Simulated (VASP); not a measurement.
# Sn (Im-3m) in VASP: a series of runs

The runs below take Sn through single point, relaxation of cell and atoms, with PBEsol.

Program: VASP 6.6.1. These are calculated values, not measurements. Logs are shortened: lines on timing, memory, paths and dates and some standing lists are left out, and cuts for length are marked.

## Step 1: The cell of the first run

It takes space group Im-3m (No. 229, cubic). Conventional cell: a = 3.879 Å, b = 3.879 Å, c = 3.879 Å, α = 90.00°, β = 90.00°, γ = 90.00°. Within 4.4 Å of Sn (site symmetry m-3m) lie 14 Sn at 3.36 to 3.88 Å.

## Step 2: Single point, PBEsol (volume scaled by 1.12)

Input file INCAR:

```
  PREC = Accurate
  ENCUT = 520
  EDIFF = 1E-6
  ISMEAR = -1
  SIGMA = 0.1
  LREAL = F
  LASPH = T
  NELM = 80
  ALGO = Normal
  ISIF = 2
  LWAVE = F
  LCHARG = F
  GGA = PS
  NBANDS = 13
```

Input file KPOINTS:

```
regular mesh
0
Gamma
  13 13 13
```

Input file POSCAR:

```
Sn
1.0
   -1.9397455586      1.9397455586      1.9397455586
    1.9397455586     -1.9397455586      1.9397455586
    1.9397455586      1.9397455586     -1.9397455586
Sn
1
Direct
    0.0000000000      0.0000000000      0.0000000000
```

Potentials or basis: VASP PAW PBE potentials, release 64 (Sn_d).

On the command line:

```bash
$ cat potpaw_PBE.64/Sn_d/POTCAR > POTCAR
$ mpirun -np 1 vasp_std > vasp.out
```

OUTCAR:

```text
PREC = Accurate
   ENCUT = 520
   EDIFF = 1E-6
   ISMEAR = -1
   LREAL = F
   LASPH = T
   NELM = 80
   ISIF = 2
   GGA = PS

 ion  position               nearest neighbor table
   1  0.000  0.000  0.000-

  LATTYP: Found a body centered cubic cell.
 ALAT       =     3.8794911172

  Lattice vectors:

 A1 = (  -1.9397455586,   1.9397455586,   1.9397455586)
 A2 = (   1.9397455586,  -1.9397455586,   1.9397455586)
 A3 = (   1.9397455586,   1.9397455586,  -1.9397455586)

Analysis of symmetry for initial positions (statically):
=====================================================================
 Subroutine PRICEL returns:
 Original cell was already a primitive cell.

 Routine SETGRP: Setting up the symmetry group for a
 body centered cubic supercell.

 Subroutine GETGRP returns: Found 48 space group operations
 (whereof 48 operations were pure point group operations)
 out of a pool of 48 trial point group operations.

The static configuration has the point symmetry O_h .

Analysis of symmetry for dynamics (positions and initial velocities):
=====================================================================
 Subroutine PRICEL returns:
 Original cell was already a primitive cell.

 Routine SETGRP: Setting up the symmetry group for a
 body centered cubic supercell.

 Subroutine GETGRP returns: Found 48 space group operations
 (whereof 48 operations were pure point group operations)
 out of a pool of 48 trial point group operations.

The dynamic configuration has the point symmetry O_h .

 Subroutine INISYM returns: Found 48 space group operations
 (whereof 48 operations are pure point group operations),
 and found     1 'primitive' translations

----------------------------------------------------------------------------------------

                                     Primitive cell

  volume of cell :      29.1940

  direct lattice vectors                    reciprocal lattice vectors
    -1.939745559  1.939745559  1.939745559     0.000000000  0.257765766  0.257765766
     1.939745559 -1.939745559  1.939745559     0.257765766  0.000000000  0.257765766
     1.939745559  1.939745559 -1.939745559     0.257765766  0.257765766  0.000000000

  length of vectors
     3.359737861  3.359737861  3.359737861     0.364535842  0.364535842  0.364535842

  position of ions in fractional coordinates (direct lattice)
     0.000000000  0.000000000  0.000000000

  ion indices of the primitive-cell ions
   primitive index   ion index
                 1           1

----------------------------------------------------------------------------------------

 KPOINTS: regular mesh

Automatic generation of k-mesh.
 Grid dimensions read from file:
 generate k-points for:   13   13   13

 Generating k-lattice:

  Cartesian coordinates                     Fractional coordinates (reciprocal lattice)
     0.000000000  0.019828136  0.019828136     0.076923077  0.000000000  0.000000000
     0.019828136  0.000000000  0.019828136     0.000000000  0.076923077  0.000000000
     0.019828136  0.019828136  0.000000000     0.000000000  0.000000000  0.076923077

  Length of vectors
     0.028041219  0.028041219  0.028041219

  Shift w.r.t. Gamma in fractional coordinates (k-lattice)
     0.000000000  0.000000000  0.000000000

 Subroutine IBZKPT returns following result:
 ===========================================

 Found     84 irreducible k-points:

 Following reciprocal coordinates:
            Coordinates               Weight
  0.000000  0.000000  0.000000      1.000000
  0.076923  0.000000  0.000000     12.000000
  0.153846  0.000000  0.000000     12.000000
  0.230769  0.000000  0.000000     12.000000
  0.307692  0.000000  0.000000     12.000000
  0.384615  0.000000  0.000000     12.000000
[... 16 lines left out ...]
  0.153846  0.076923  0.076923     24.000000
  0.230769  0.076923  0.076923     24.000000
 [... further k-points ...]
   k-points           NKPTS =     84   k-points in BZ     NKDIM =     84   number of bands    NBANDS=     13
   number of dos      NEDOS =    301   number of ions     NIONS =      1
   total plane-waves  NPLWV =  21952
   dimension x,y,z NGX =    28 NGY =   28 NGZ =   28
   dimension x,y,z NGXF=    56 NGYF=   56 NGZF=   56
   ions per type =               1
   NGX,Y,Z   is equivalent  to a cutoff of  13.85, 13.85, 13.85 a.u.
   NGXF,Y,Z  is equivalent  to a cutoff of  27.71, 27.71, 27.71 a.u.
 SYSTEM =  unknown system
   PREC   = accura    normal or accurate (medium, high low for compatibility)
   ISTART =      0    job   : 0-new  1-cont  2-samecut
   ICHARG =      2    charge: 1-file 2-atom 10-const
   ISPIN  =      1    spin polarized calculation?
   LNONCOLLINEAR =      F non collinear calculations
   LSORBIT =      F    spin-orbit coupling
   LASPH  =      T    aspherical Exc in radial PAW
   ENCUT  =  520.0 eV  38.22 Ry    6.18 a.u.   6.25  6.25  6.25*2*pi/ulx,y,z
   NELM   =     80;   NELMIN=  2; NELMDL= -5     # of ELM steps
   EDIFF  = 0.1E-05   stopping-criterion for ELM
   LREAL  =      F    real-space projection
   EDIFFG = 0.1E-04   stopping-criterion for IOM
   NSW    =      0    number of steps for IOM
   IBRION =     -1    ionic relax: 0-MD 1-quasi-New 2-CG
   NFREE  =      0    steps in history (QN), initial steepest desc. (CG)
   ISIF   =      2    stress and relaxation
   ISYM   =      2    0-nonsym 1-usesym 2-fastsym
   POTIM  = 0.5000    time-step for ionic-motion
   TEBEG  =    0.0;   TEEND  =   0.0 temperature during run
   PSTRESS=    0.0 pullay stress
   NELECT =      14.0000    total number of electrons
   NUPDOWN=      -1.0000    fix difference up-down
   EMIN   =  10.00;   EMAX   =-10.00  energy-range for DOS
   EFERMI =   0.00;   METHOD = LEGACY
   ISMEAR =    -1;   SIGMA  =   0.10  broadening in eV -4-tet -1-fermi 0-gaus
   EFERMI_NEDOS =   21; number of points for ismear=-14 and -15
   IALGO  =     38    algorithm
   IMIX   =      4    mixing-type and parameters
     AMIX     =   0.40;   BMIX     =  1.00
     AMIX_MAG =   1.60;   BMIX_MAG =  1.00
  volume/ion in A,a.u.               =      29.19       197.01
  Fermi-wavevector in a.u.,A,eV,Ry     =   1.281404  2.421502 22.340715  1.641996
  Thomas-Fermi vector in A             =   2.413776
   LORBIT       =      0    0 simple, 1 ext, 2 COOP (PROOUT), +10 PAW based schemes
   GGA     = PS    functional components
   LHFCALC =     F    Hartree Fock is set to
   AEXX    =    0.0000 exact exchange contribution
   IVDW    =     0    specifies the selected vdW correction
   LEPSILON=     F    determine dielectric tensor
   LRPA    =     F    only Hartree local field effects (RPA)
 non-spin polarized calculation
  energy-cutoff  :      520.00
  volume of cell :       29.19
 maximum number of plane-waves:       802
 NGX is ok and might be reduce to    28
   NGX = 13   NGY = 13   NGZ = 13

 number of electron      14.0000006 magnetization

 Free energy of the ion-electron system (eV)
  ---------------------------------------------------
  ext. energy  EPLUGINS =         0.00000000
  ---------------------------------------------------
  free energy    TOTEN  =        -4.19126686 eV

  energy without entropy =       -4.16976128  energy(sigma->0) =       -4.18051407

 E-fermi :   7.0614     XC(G=0): -10.1746

 val. band max:        7.0582694836   @ k =  -0.3846   0.3846   0.3846
 cond. band min:       7.0774975618   @ k =   0.3077   0.1538   0.1538
 fundamental gap:      0.0192280782
 Fermi energy:         7.0614016253

 k-point     1 :       0.0000    0.0000    0.0000
  band No.  band energies     occupation
      1     -14.3192      2.00000
      2     -14.3192      2.00000
      3     -14.3192      2.00000
      4     -14.2067      2.00000
      5     -14.2067      2.00000
      6      -3.5038      2.00000
      7      14.4069      0.00000
      8      14.4069      0.00000
      9      14.4069      0.00000
     10      19.0569      0.00000
     11      19.0569      0.00000
     12      19.0569      0.00000
     13      19.3378      0.00000

 k-point     2 :       0.0769    0.0000    0.0000
  band No.  band energies     occupation
      1     -14.3212      2.00000
      2     -14.3159      2.00000
      3     -14.3090      2.00000
      4     -14.2090      2.00000
      5     -14.2070      2.00000
      6      -3.3826      2.00000
      7      13.3981      0.00000
      8      13.9670      0.00000
      9      14.2679      0.00000
     10      17.7337      0.00000
     11      18.0132      0.00000
     12      18.7617      0.00000
     13      19.9436      0.00000

 k-point     3 :       0.1538    0.0000    0.0000
  band No.  band energies     occupation
      1     -14.3269      2.00000
      2     -14.3078      2.00000
      3     -14.2809      2.00000
      4     -14.2149      2.00000
      5     -14.2079      2.00000
      6      -3.0190      2.00000
      7      11.2938      0.00000
      8      13.0533      0.00000
      9      13.8800      0.00000
     10      16.6359      0.00000
     11      17.0476      0.00000
     12      18.6200      0.00000
     13      20.2702      0.00000
[... 305 lines left out ...]
 k-point    23 :       0.1538    0.0769    0.0769
  band No.  band energies     occupation
      1     -14.3283      2.00000
      2     -14.3112      2.00000
      3     -14.2257      2.00000
      4     -14.2172      2.00000
      5     -14.2117      2.00000
      6      -2.1742      2.00000
      7       8.8180      0.00000
      8      10.9989      0.00000
      9      11.7683      0.00000
     10      17.5215      0.00000
     11      17.7287      0.00000
     12      19.6598      0.00000
     13      20.8614      0.00000

 k-point    24 :       0.2308    0.0769    0.0769
  band No.  band energies     occupation
      1     -14.3360      2.00000
      2     -14.3007      2.00000
      3     -14.2204      2.00000
      4     -14.2115      2.00000
      5     -14.1936      2.00000
      6      -1.3423      2.00000
      7       6.8745      1.73259
      8       9.9776      0.00000
      9      11.1726      0.00000
     10      17.1453      0.00000
     11      17.6306      0.00000
     12      20.0080      0.00000
     13      21.4242      0.00000

 [... further k-points ...]

------------------------ aborting loop because EDIFF is reached ----------------------------------------

  FORCE on cell =-STRESS in cart. coord.  units (eV):
  Direction    XX          YY          ZZ          XY          YZ          ZX
  --------------------------------------------------------------------------------------
  -------------------------------------------------------------------------------------
  Total       -0.8494051     -0.8494051     -0.8494051      0.0000000      0.0000000      0.0000000
  in kB      -46.6155876    -46.6155876    -46.6155876      0.0000000      0.0000000      0.0000000
  external PRESSURE =     -46.6155876 kB  Pullay stress =       0.0000000 kB

 VOLUME and BASIS-vectors are now :
 -----------------------------------------------------------------------------
  energy-cutoff  :      520.00
  volume of cell :       29.19
      direct lattice vectors                 reciprocal lattice vectors
    -1.939745559  1.939745559  1.939745559     0.000000000  0.257765766  0.257765766
     1.939745559 -1.939745559  1.939745559     0.257765766  0.000000000  0.257765766
     1.939745559  1.939745559 -1.939745559     0.257765766  0.257765766  0.000000000

 POSITION                                       TOTAL-FORCE (eV/Angst)
 -----------------------------------------------------------------------------------
      0.00000      0.00000      0.00000        -0.000000      0.000000     -0.000000
 -----------------------------------------------------------------------------------
    total drift:                                0.000000     -0.000000     -0.000000

  FREE ENERGIE OF THE ION-ELECTRON SYSTEM (eV)
  ---------------------------------------------------
  free  energy   TOTEN  =        -4.1912668637 eV

  energy  without entropy=       -4.1697612845  energy(sigma->0) =       -4.18051407
```

It used 18 s of CPU time on 1 thread of Intel Xeon 6975P-C, with other jobs on the host.

What came out:

```
Free energy            : -4.1913 eV
Pressure               : -4.7 GPa
Band gap on the k mesh : zero (band 7 reaches 14.41 eV, above the bottom of band 8 at 4.97 eV)
```

Caveat: the PAW data sets were made with another functional, which shifts forces and pressure a little; spin-orbit coupling is left out, which moves the levels of the heavy elements.

[end of part 1 of 2]
